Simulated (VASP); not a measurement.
# Mg3TiO4 (P1) in VASP: density of states with PBE

Aim: the density of states of Mg3TiO4 with PBE.

Program: VASP 6.6.1. These are calculated values, not measurements. Logs are shortened: lines on timing, memory, paths and dates and some standing lists are left out, and cuts for length are marked.

## 1. The cell of the first run

The typed cell holds 8 atoms: a = 4.314 Å, b = 4.314 Å, c = 4.314 Å, α = 90.00°, β = 90.00°, γ = 90.00°.

## 2. Density of states, PBE

Input file POSCAR:

```
Mg3TiO4
1.0
    4.3136600000      0.0000000000      0.0000000000
    0.0000000000      4.3136600000      0.0000000000
    0.0000000000      0.0000000000      4.3136600000
Mg Ti O
3 1 4
Direct
    0.9479700000      0.5218600000      0.5001100000
    0.4774400000      0.9809900000      0.4960700000
    0.5279000000      0.4785400000      0.9670000000
    0.9621600000      0.9979200000      0.0290500000
    0.4760600000      0.9888600000      0.0025500000
    0.4760200000      0.4739300000      0.5170300000
    0.9786400000      0.0141800000      0.4683900000
    0.9726900000      0.4920700000      0.0033000000
```

Input file INCAR.step1:

```
SYSTEM = Mg3TiO4
ALGO = Normal
EDIFF = 1E-6
ENCUT = 520
GGA = PE
GGA_COMPAT = .False.
ISIF = 2
ISMEAR = 1
LASPH = .True.
LCHARG = .True.
LMAXMIX = 4
LORBIT = 11
LREAL = .False.
LWAVE = .False.
NBANDS = 31
NEDOS = 2001
NELM = 120
PREC = Accurate
SIGMA = 0.1
```

Input file KPOINTS.step1:

```
k-points
0
Gamma
  4 4 4
  0 0 0
```

Input file INCAR.step2:

```
SYSTEM = Mg3TiO4
ALGO = Normal
EDIFF = 1E-6
ENCUT = 520
GGA = PE
GGA_COMPAT = .False.
ICHARG = 11
ISIF = 2
ISMEAR = -5
LASPH = .True.
LCHARG = .False.
LMAXMIX = 4
LORBIT = 11
LREAL = .False.
LWAVE = .False.
NBANDS = 31
NEDOS = 2001
NELM = 120
PREC = Accurate
SIGMA = 0.1
```

Input file KPOINTS.step2:

```
k-points
0
Gamma
  6 6 6
  0 0 0
```

Potentials or basis: VASP PAW PBE potentials, release 64 (Mg, Ti_sv, O).

Command:

```
cat potpaw_PBE.64/Mg/POTCAR potpaw_PBE.64/Ti_sv/POTCAR potpaw_PBE.64/O/POTCAR > POTCAR
cp INCAR.step1 INCAR
cp KPOINTS.step1 KPOINTS
mpirun -np 1 vasp_std > vasp.out
cp INCAR.step2 INCAR
cp KPOINTS.step2 KPOINTS
mpirun -np 1 vasp_std > vasp.out
```

OUTCAR:

```text
SYSTEM = Mg3TiO4
   EDIFF = 1E-6
   ENCUT = 520
   GGA = PE
   ICHARG = 11
   ISIF = 2
   ISMEAR = -5
   LASPH = .True.
   LORBIT = 11
   LREAL = .False.
   NELM = 120
   PREC = Accurate

 ion  position               nearest neighbor table
   1  0.948  0.522  0.500-   6 2.05   7 2.13   8 2.15   8 2.18   7 2.20   6 2.29   3 2.72   2 2.84
                             4 2.89   3 2.93   2 3.02   4 3.04   4 3.07   2 3.09   4 3.21   3 3.22
   2  0.477  0.981  0.496-   6 2.13   5 2.13   7 2.16   7 2.17   5 2.19   6 2.19   1 2.84   4 2.90
                             3 2.96   3 2.98   4 3.00   1 3.02   1 3.09   4 3.11   3 3.14   3 3.15
   3  0.528  0.479  0.967-   8 1.93   6 1.95   5 2.13   5 2.22   6 2.38   8 2.40   1 2.72   4 2.81
                             4 2.93   1 2.93   2 2.96   2 2.98   2 3.14   2 3.15   4 3.21   1 3.22
   4  0.962  0.998  0.029-   7 1.90   5 2.10   8 2.13   8 2.19   5 2.22   7 2.42   3 2.81   1 2.89
                             2 2.90   3 2.93   2 3.00   1 3.04   1 3.07   2 3.11   2 3.20   1 3.21
   5  0.476  0.989  0.003-   4 2.10   2 2.13   3 2.13   2 2.19   3 2.22   4 2.22
   6  0.476  0.474  0.517-   3 1.95   1 2.05   2 2.13   2 2.19   1 2.29   3 2.38
   7  0.979  0.014  0.468-   4 1.90   1 2.13   2 2.16   2 2.17   1 2.20   4 2.42
   8  0.973  0.492  0.003-   3 1.93   4 2.13   1 2.15   1 2.18   4 2.19   3 2.40

  LATTYP: Found a simple cubic cell.
 ALAT       =     4.3136600000

  Lattice vectors:

 A1 = (   4.3136600000,   0.0000000000,   0.0000000000)
 A2 = (   0.0000000000,   4.3136600000,   0.0000000000)
 A3 = (   0.0000000000,   0.0000000000,   4.3136600000)

Analysis of symmetry for initial positions (statically):
=====================================================================
 Subroutine PRICEL returns:
 Original cell was already a primitive cell.

 Routine SETGRP: Setting up the symmetry group for a
 simple cubic supercell.

 Subroutine GETGRP returns: Found  1 space group operations
 (whereof  1 operations were pure point group operations)
 out of a pool of 48 trial point group operations.

The static configuration has the point symmetry C_1 .

Analysis of symmetry for dynamics (positions and initial velocities):
=====================================================================
 Subroutine PRICEL returns:
 Original cell was already a primitive cell.

 Routine SETGRP: Setting up the symmetry group for a
 simple cubic supercell.

 Subroutine GETGRP returns: Found  1 space group operations
 (whereof  1 operations were pure point group operations)
 out of a pool of 48 trial point group operations.

The dynamic configuration has the point symmetry C_1 .

 Subroutine INISYM returns: Found  1 space group operations
 (whereof  1 operations are pure point group operations),
 and found     1 'primitive' translations

----------------------------------------------------------------------------------------

                                     Primitive cell

  volume of cell :      80.2671

  direct lattice vectors                    reciprocal lattice vectors
     4.313660000  0.000000000  0.000000000     0.231821701  0.000000000  0.000000000
     0.000000000  4.313660000  0.000000000     0.000000000  0.231821701  0.000000000
     0.000000000  0.000000000  4.313660000     0.000000000  0.000000000  0.231821701

  length of vectors
     4.313660000  4.313660000  4.313660000     0.231821701  0.231821701  0.231821701

  position of ions in fractional coordinates (direct lattice)
     0.947970000  0.521860000  0.500110000
     0.477440000  0.980990000  0.496070000
     0.527900000  0.478540000  0.967000000
     0.962160000  0.997920000  0.029050000
     0.476060000  0.988860000  0.002550000
     0.476020000  0.473930000  0.517030000
     0.978640000  0.014180000  0.468390000
     0.972690000  0.492070000  0.003300000

  ion indices of the primitive-cell ions
   primitive index   ion index
                 1           1
                 2           2
                 3           3
                 4           4
                 5           5
                 6           6
                 7           7
                 8           8

----------------------------------------------------------------------------------------

 KPOINTS: k-points

Automatic generation of k-mesh.
 Grid dimensions read from file:
 generate k-points for:    6    6    6

 Generating k-lattice:

  Cartesian coordinates                     Fractional coordinates (reciprocal lattice)
     0.038636950  0.000000000  0.000000000     0.166666667  0.000000000  0.000000000
     0.000000000  0.038636950  0.000000000     0.000000000  0.166666667  0.000000000
     0.000000000  0.000000000  0.038636950     0.000000000  0.000000000  0.166666667

  Length of vectors
     0.038636950  0.038636950  0.038636950

  Shift w.r.t. Gamma in fractional coordinates (k-lattice)
     0.000000000  0.000000000  0.000000000

 TETIRR: Found    648 inequivalent tetrahedra from     1296

 Subroutine IBZKPT returns following result:
 ===========================================

 Found    112 irreducible k-points:

 Following reciprocal coordinates:
            Coordinates               Weight
  0.000000  0.000000  0.000000      1.000000
  0.166667  0.000000  0.000000      2.000000
  0.000000  0.166667  0.000000      2.000000
  0.000000  0.000000  0.166667      2.000000
  0.333333  0.000000  0.000000      2.000000
  0.000000  0.333333  0.000000      2.000000
[... 16 lines left out ...]
  0.000000 -0.333333  0.166667      2.000000
 -0.166667  0.000000  0.333333      2.000000
 [... further k-points ...]
   k-points           NKPTS =    112   k-points in BZ     NKDIM =    112   number of bands    NBANDS=     31
   number of dos      NEDOS =   2001   number of ions     NIONS =      8
   total plane-waves  NPLWV =  32768
   dimension x,y,z NGX =    32 NGY =   32 NGZ =   32
   dimension x,y,z NGXF=    64 NGYF=   64 NGZF=   64
   ions per type =               3   1   4
   NGX,Y,Z   is equivalent  to a cutoff of  12.33, 12.33, 12.33 a.u.
   NGXF,Y,Z  is equivalent  to a cutoff of  24.67, 24.67, 24.67 a.u.
 SYSTEM =  Mg3TiO4
   PREC   = accura    normal or accurate (medium, high low for compatibility)
   ISTART =      0    job   : 0-new  1-cont  2-samecut
   ICHARG =     11    charge: 1-file 2-atom 10-const
   ISPIN  =      1    spin polarized calculation?
   LNONCOLLINEAR =      F non collinear calculations
   LSORBIT =      F    spin-orbit coupling
   LASPH  =      T    aspherical Exc in radial PAW
   ENCUT  =  520.0 eV  38.22 Ry    6.18 a.u.   8.02  8.02  8.02*2*pi/ulx,y,z
   NELM   =    120;   NELMIN=  2; NELMDL=  0     # of ELM steps
   EDIFF  = 0.1E-05   stopping-criterion for ELM
   LREAL  =      F    real-space projection
   EDIFFG = 0.1E-04   stopping-criterion for IOM
   NSW    =      0    number of steps for IOM
   IBRION =     -1    ionic relax: 0-MD 1-quasi-New 2-CG
   NFREE  =      0    steps in history (QN), initial steepest desc. (CG)
   ISIF   =      2    stress and relaxation
   ISYM   =      2    0-nonsym 1-usesym 2-fastsym
   POTIM  = 0.5000    time-step for ionic-motion
   TEBEG  =    0.0;   TEEND  =   0.0 temperature during run
   PSTRESS=    0.0 pullay stress
   NELECT =      42.0000    total number of electrons
   NUPDOWN=      -1.0000    fix difference up-down
   EMIN   =  10.00;   EMAX   =-10.00  energy-range for DOS
   EFERMI =   0.00;   METHOD = LEGACY
   ISMEAR =    -5;   SIGMA  =   0.10  broadening in eV -4-tet -1-fermi 0-gaus
   EFERMI_NEDOS =   21; number of points for ismear=-14 and -15
   IALGO  =     38    algorithm
   IMIX   =      4    mixing-type and parameters
     AMIX     =   0.40;   BMIX     =  1.00
     AMIX_MAG =   1.60;   BMIX_MAG =  1.00
  volume/ion in A,a.u.               =      10.03        67.71
  Fermi-wavevector in a.u.,A,eV,Ry     =   1.319204  2.492934 23.678214  1.740300
  Thomas-Fermi vector in A             =   2.449119
   LORBIT       =     11    0 simple, 1 ext, 2 COOP (PROOUT), +10 PAW based schemes
   GGA     = PE    functional components
   LHFCALC =     F    Hartree Fock is set to
   AEXX    =    0.0000 exact exchange contribution
   IVDW    =     0    specifies the selected vdW correction
   LEPSILON=     F    determine dielectric tensor
   LRPA    =     F    only Hartree local field effects (RPA)
 non-spin polarized calculation
 Fermi weights with tetrahedron method with Bloechl corrections
  energy-cutoff  :      520.00
  volume of cell :       80.27
 maximum number of plane-waves:      2192

 number of electron      42.0000003 magnetization

 Free energy of the ion-electron system (eV)
  ---------------------------------------------------
  ext. energy  EPLUGINS =         0.00000000
  ---------------------------------------------------
  free energy    TOTEN  =       -50.85889518 eV

  energy without entropy =      -50.85889518  energy(sigma->0) =      -50.85889518

 E-fermi :   8.8762     XC(G=0): -11.2064

 val. band max:        8.8639217434   @ k =   0.0000  -0.3333   0.3333
 cond. band min:       8.8176650119   @ k =   0.1667   0.0000   0.1667
 fundamental gap:     -0.0462567315
 Fermi energy:         8.8761907812

 k-point     1 :       0.0000    0.0000    0.0000
  band No.  band energies     occupation
      1     -49.0327      2.00000
      2     -25.5250      2.00000
      3     -25.4004      2.00000
      4     -25.3899      2.00000
      5     -13.4171      2.00000
      6     -12.4260      2.00000
[... 23 lines left out ...]
     30      14.6567      0.00000
     31      14.9543      0.00000
[... 751 lines left out ...]
      1     -49.0323      2.00000
      2     -25.5526      2.00000
      3     -25.4062      2.00000
      4     -25.3917      2.00000
      5     -13.0106      2.00000
      6     -12.4880      2.00000
[... 23 lines left out ...]
     30      14.7449      0.00000
     31      15.1124      0.00000

 [... further k-points ...]
[... 5 lines left out ...]
  --------------------------------------------------------------------------------------
  -------------------------------------------------------------------------------------
  Total        0.7454523     -2.0677714      3.0331662     -0.2378376     -0.1192857      0.1269548
  in kB       14.8796506    -41.2738877     60.5437144     -4.7473733     -2.3810098      2.5340896
  external PRESSURE =      11.3831591 kB  Pullay stress =       0.0000000 kB

 VOLUME and BASIS-vectors are now :
 -----------------------------------------------------------------------------
  energy-cutoff  :      520.00
  volume of cell :       80.27
      direct lattice vectors                 reciprocal lattice vectors
     4.313660000  0.000000000  0.000000000     0.231821701  0.000000000  0.000000000
     0.000000000  4.313660000  0.000000000     0.000000000  0.231821701  0.000000000
     0.000000000  0.000000000  4.313660000     0.000000000  0.000000000  0.231821701

 POSITION                                       TOTAL-FORCE (eV/Angst)
 -----------------------------------------------------------------------------------
      4.08922      2.25113      2.15730         1.446970     -0.893095     -0.083120
      2.05951      4.23166      2.13988        -0.548467      0.463861      0.125694
      2.27718      2.06426      4.17131        -2.454217      0.176338      1.286294
      4.15043      4.30469      0.12531         1.430494     -0.079960     -3.399498
      2.05356      4.26561      0.01100        -0.285318     -0.142627      0.087668
      2.05339      2.04437      2.23029         0.045732      0.829218     -0.974242
      4.22152      0.06117      2.02048        -0.302444     -0.643132      2.788749
      4.19585      2.12262      0.01424         0.667250      0.289396      0.168456
 -----------------------------------------------------------------------------------
    total drift:                               -0.006559      0.004666      0.022924

  FREE ENERGIE OF THE ION-ELECTRON SYSTEM (eV)
  ---------------------------------------------------
  free  energy   TOTEN  =       -50.8588951824 eV

  energy  without entropy=      -50.8588951824  energy(sigma->0) =      -50.85889518

 total charge

# of ion       s       p       d       tot
------------------------------------------
    1        0.147   0.160   0.073   0.380
    2        0.144   0.156   0.071   0.370
    3        0.158   0.181   0.086   0.424
    4        2.155   6.144   2.093  10.393
    5        1.550   3.499   0.000   5.049
    6        1.550   3.524   0.000   5.074
    7        1.556   3.511   0.000   5.067
    8        1.552   3.514   0.000   5.066
--------------------------------------------------
tot          8.811  20.689   2.323  31.824
```

Run time: 83 s. Hardware: 1 thread of Intel Xeon 6975P-C (Granite Rapids), shared host; peak memory 0.35 GiB.

Results:

| Quantity | Value |
| --- | --- |
| Valence electrons inside the program's atomic spheres | Mg 0.38, 0.37, 0.42; Ti 10.39; O 5.05, 5.07 |

Levels at points of the mesh, in eV from the Fermi level:
```tsv
k point	band 19	band 20	band 21	band 22	band 23	band 24
(0.00, 0.00, 0.00)	-5.55	-5.51	-1.09	-1.02	-0.85	-0.78
(0.50, 0.00, 0.00)	-6.10	-6.08	-0.71	0.26	0.34	1.24
(0.00, 0.50, 0.00)	-6.08	-6.06	-0.66	0.28	0.30	1.25
(0.00, 0.00, 0.50)	-6.00	-5.96	-0.83	0.40	0.47	1.24
(0.50, 0.50, 0.00)	-5.98	-5.96	0.34	0.38	0.92	1.19
(0.00, 0.50, 0.50)	-5.92	-5.86	0.30	0.50	1.01	1.48
(0.50, 0.00, 0.50)	-5.97	-5.87	0.30	0.45	1.05	1.41
(0.50, 0.50, 0.50)	-5.99	-5.94	0.90	1.04	1.09	2.03
```

Caveat: the k points lie up to 0.36 Å⁻¹ apart; semilocal functionals often make such compounds metallic where correlation or magnetic order opens a gap, which also shifts bond lengths; tetrahedron occupations give inexact forces and stress in metals.
